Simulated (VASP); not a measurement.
Set up this calculation in VASP 6.6.1, as the native input.

```
Task                               : single point
Functional                         : HSE06
Potentials or basis                : VASP PAW PBE potentials, release 64 (B, N)
Cutoff                             : 520 eV
k mesh                             : 1 × 1 × 1, shifted
Occupations                        : fermi-dirac, width 0.01 eV
Spin                               : no spin polarisation
Dipole correction                  : no
Grid for exact exchange (PRECFOCK) : Fast
Further INCAR settings             : LREAL = Auto; ALGO = Normal; EDIFF = 1e-07; NBANDS = 96
Share of exact exchange            : 0.25
Screening parameter                : 0.2079 1/Å
```

Crystal: BN.

```
B N
1.0
     7.46503    0.00000    0.00000
    -3.73252    6.46491    0.00000
     0.00000    0.00000    6.49548
B N
18 18
Direct
  0.11120 0.22214 0.25000
  0.22214 0.11120 0.75000
  0.11120 0.55547 0.25000
  0.22214 0.44453 0.75000
  0.11120 0.88880 0.25000
  0.22214 0.77786 0.75000
  0.44453 0.22214 0.25000
  0.55547 0.11120 0.75000
  0.44453 0.55547 0.25000
  0.55547 0.44453 0.75000
  0.44453 0.88880 0.25000
  0.55547 0.77786 0.75000
  0.77786 0.22214 0.25000
  0.88880 0.11120 0.75000
  0.77786 0.55547 0.25000
  0.88880 0.44453 0.75000
  0.77786 0.88880 0.25000
  0.88880 0.77786 0.75000
  0.11141 0.22193 0.75000
  0.22193 0.11141 0.25000
  0.11141 0.55526 0.75000
  0.22193 0.44474 0.25000
  0.11141 0.88859 0.75000
  0.22193 0.77807 0.25000
  0.44474 0.22193 0.75000
  0.55526 0.11141 0.25000
  0.44474 0.55526 0.75000
  0.55526 0.44474 0.25000
  0.44474 0.88859 0.75000
  0.55526 0.77807 0.25000
  0.77807 0.22193 0.75000
  0.88859 0.11141 0.25000
  0.77807 0.55526 0.75000
  0.88859 0.44474 0.25000
  0.77807 0.88859 0.75000
  0.88859 0.77807 0.25000
```

The input as run:

POSCAR

```
BN
1.0
    7.4650312800      0.0000000000      0.0000000000
   -3.7325156400      6.4649067300      0.0000000000
    0.0000000000      0.0000000000      6.4954828800
B N
18 18
Direct
    0.1111968464      0.2221364870      0.2500000000
    0.2221364870      0.1111968464      0.7500000000
    0.1111968464      0.5554698203      0.2500000000
    0.2221364870      0.4445301797      0.7500000000
    0.1111968464      0.8888031536      0.2500000000
    0.2221364870      0.7778635130      0.7500000000
    0.4445301797      0.2221364870      0.2500000000
    0.5554698203      0.1111968464      0.7500000000
    0.4445301797      0.5554698203      0.2500000000
    0.5554698203      0.4445301797      0.7500000000
    0.4445301797      0.8888031536      0.2500000000
    0.5554698203      0.7778635130      0.7500000000
    0.7778635130      0.2221364870      0.2500000000
    0.8888031536      0.1111968464      0.7500000000
    0.7778635130      0.5554698203      0.2500000000
    0.8888031536      0.4445301797      0.7500000000
    0.7778635130      0.8888031536      0.2500000000
    0.8888031536      0.7778635130      0.7500000000
    0.1114069254      0.2219264080      0.7500000000
    0.2219264080      0.1114069254      0.2500000000
    0.1114069254      0.5552597413      0.7500000000
    0.2219264080      0.4447402587      0.2500000000
    0.1114069254      0.8885930746      0.7500000000
    0.2219264080      0.7780735920      0.2500000000
    0.4447402587      0.2219264080      0.7500000000
    0.5552597413      0.1114069254      0.2500000000
    0.4447402587      0.5552597413      0.7500000000
    0.5552597413      0.4447402587      0.2500000000
    0.4447402587      0.8885930746      0.7500000000
    0.5552597413      0.7780735920      0.2500000000
    0.7780735920      0.2219264080      0.7500000000
    0.8885930746      0.1114069254      0.2500000000
    0.7780735920      0.5552597413      0.7500000000
    0.8885930746      0.4447402587      0.2500000000
    0.7780735920      0.8885930746      0.7500000000
    0.8885930746      0.7780735920      0.2500000000
```

INCAR.step1

```
ALGO = Normal
EDIFF = 1E-5
ENCUT = 520
GGA = PE
ISIF = 2
ISMEAR = -1
LASPH = True
LCHARG = False
LREAL = Auto
LWAVE = True
NBANDS = 96
NELM = 60
PREC = Accurate
SIGMA = 0.01
```

INCAR.step2

```
ALGO = Normal
EDIFF = 1E-7
ENCUT = 520
GGA = PE
HFSCREEN = 0.2079
ISIF = 2
ISMEAR = -1
ISTART = 1
LASPH = True
LCHARG = False
LHFCALC = True
LREAL = Auto
LWAVE = False
NBANDS = 96
NELM = 60
PREC = Accurate
PRECFOCK = Fast
SIGMA = 0.01
```

KPOINTS

```
Automatic mesh
0
Gamma
  1 1 1
  0.25 0.25 0.25
```

Potentials or basis: VASP PAW PBE potentials, release 64 (B, N).

Launch:

```sh
$ cat potpaw_PBE.64/B/POTCAR potpaw_PBE.64/N/POTCAR > POTCAR
$ cp INCAR.step1 INCAR
$ mpirun -np 1 vasp_std > vasp.out
$ cp INCAR.step2 INCAR
$ mpirun -np 1 vasp_std > vasp.out
```

Results of the run:

| Quantity | Value |
| --- | --- |
| Pressure | 3.7 GPa |
| Largest force | 0.222 eV/Å |
| Band gap on the k mesh | 6.19 eV |

Caveat: the cell stands under pressure; the PAW data sets were made with another functional, which shifts forces and pressure a little; a shifted mesh leaves out Γ, where band edges can lie; this functional lacks dispersion, which binds layers or chains, so the pressure and a relaxed spacing across them are unreliable.

It took 46 min on 1 thread of Intel(R) Xeon(R) Platinum 8488C (Sapphire Rapids), on a shared host, peak memory 0.58 GiB.
